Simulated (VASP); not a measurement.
Here is a VASP 6.6.1 calculation.

INCAR

```
  AGGAC = 1.0
  AGGAX = 1.0
  ALDAC = 0.0
  ALDAX = 1.0
  ALGO = Normal
  EDIFF = 1E-6
  ENCUT = 520
  GGA = B5
  ISIF = 2
  ISMEAR = -1
  IVDW = 13
  LASPH = True
  LCHARG = False
  LREAL = False
  LWAVE = False
  NBANDS = 25
  NELM = 100
  PREC = Accurate
  SIGMA = 0.05
  VDW_A1 = 0.44488865
  VDW_A2 = 4.0933009
  VDW_S6 = 1.0
  VDW_S8 = 2.34076671
```

The input KPOINTS:

```
k-points
0
Gamma
  10 10 5
```

Contents of POSCAR:

```
CuO
1.0
    2.0632379258     -2.0581569556      0.1604719640
    2.0632379258      2.0581569556      0.1604719640
   -0.4023155153      0.0000000000      5.1595062000
Cu O
2 2
Direct
    0.5000000000      0.0000000000      0.5000000000
    0.0000000000      0.5000000000      0.0000000000
    0.4999377036      0.5000622964      0.7500000000
    0.5000622964      0.4999377036      0.2500000000
```

Potentials or basis: VASP PAW PBE potentials, release 64 (Cu, O).

Launch:

```sh
$ cat potpaw_PBE.64/Cu/POTCAR potpaw_PBE.64/O/POTCAR > POTCAR
$ mpirun -np 1 vasp_std > vasp.out
```

**Question.** What does it give for the band gap on the k mesh?

**Answer.** Zero (bands 17 and 18 overlap by 0.89 eV).

**Question.** Predict the pressure.

**Answer.** 0.9 GPa.

**Question.** Estimate the dispersion energy per atom.

**Answer.** -0.564 eV.

Stress tensor (GPa, compression positive):
```
 0.73  0.00 -0.04
 0.00  0.78  0.00
-0.04  0.00  1.25
```

Caveat: the PAW data sets were made with another functional, which shifts forces and pressure a little; semilocal functionals often make such compounds metallic where correlation or magnetic order opens a gap, which also shifts bond lengths. With open d or f shells a metallic result of BLYP can be an artefact of self-interaction; +U or a hybrid may open a gap.
